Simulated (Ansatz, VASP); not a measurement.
Ca: VASP beside Ansatz

File POSCAR:

```
Ca
1.0
   -2.2052049036      2.2052049036      2.1961148100
    2.2052049036     -2.2052049036      2.1961148100
    2.2052049036      2.2052049036     -2.1961148100
Ca
1
Direct
    0.5000000000      0.5000000000      0.0000000000
```

The input INCAR.step1:

```
SYSTEM = Ca
PREC = Accurate
ENCUT = 600
ISMEAR = 0
SIGMA = 0.1
LREAL = .False.
LASPH = .True.
NELM = 100
GGA = PE
ALGO = Normal
EDIFF = 1E-4
LWAVE = .True.
LCHARG = .False.
```

The input INCAR.step2:

```
SYSTEM = Ca
PREC = Accurate
ENCUT = 600
EDIFF = 1E-6
ISMEAR = 0
SIGMA = 0.1
LREAL = .False.
LASPH = .True.
NELM = 100
ALGO = Normal
ISIF = 3
LWAVE = .False.
LCHARG = .False.
METAGGA = R2SCAN
LMIXTAU = .True.
IBRION = 2
NSW = 100
EDIFFG = -0.005
ISTART = 1
```

File KPOINTS:

```
Automatic mesh
0
Gamma
  14 14 14
  0 0 0
```

Input for Ansatz:

```yaml
crystal:
  lattice:
    - [-2.2052049036, 2.2052049036, 2.19611481]
    - [2.2052049036, -2.2052049036, 2.19611481]
    - [2.2052049036, 2.2052049036, -2.19611481]
  atoms:
    - { symbol: Ca, position: [0.5, 0.5, 0.0] }
basis:
  ecutwfc: 500
kpoints:
  mp_grid: { grid: [14, 14, 14] }
hamiltonian:
  xc: r2scan
scf:
  occupations: { method: gaussian, width: 0.1 }
output:
  forces: true
  stress: true
  eigenvalues: true
relax:
  adjacent_minimum: "off"
  f_tol: 0.005
  max_steps: 80
  cell: { stress_tol: 0.05 }
```

Alike in both runs: task relaxation of cell and atoms; functional r2SCAN; k mesh 14 × 14 × 14; occupations gaussian, width 0.1 eV; no spin polarisation.

```csv
,VASP,Ansatz
version,VASP 6.6.1,Ansatz 0.2.0
potentials or method,"VASP PAW PBE potentials, release 64 (Ca_sv), cutoff 600 eV","scalar-relativistic, plane waves, PAW"
valence electrons in the cell,10,10
```

|  | VASP | Ansatz | Ansatz less VASP |
| --- | --- | --- | --- |
| gap on the k mesh at the Fermi level, each at its own relaxed structure (eV) | none | none | - |
| relaxed volume (Å³/atom) | 43.47 | 43.31 | -0.154 |
| relaxed cell length with the largest relative difference (Å) | 3.836 | 3.832 | -0.0045 |

VASP's potentials were made for PBE, not for r2SCAN. A gap of «none» marks a metal or a gap that the smearing closes.
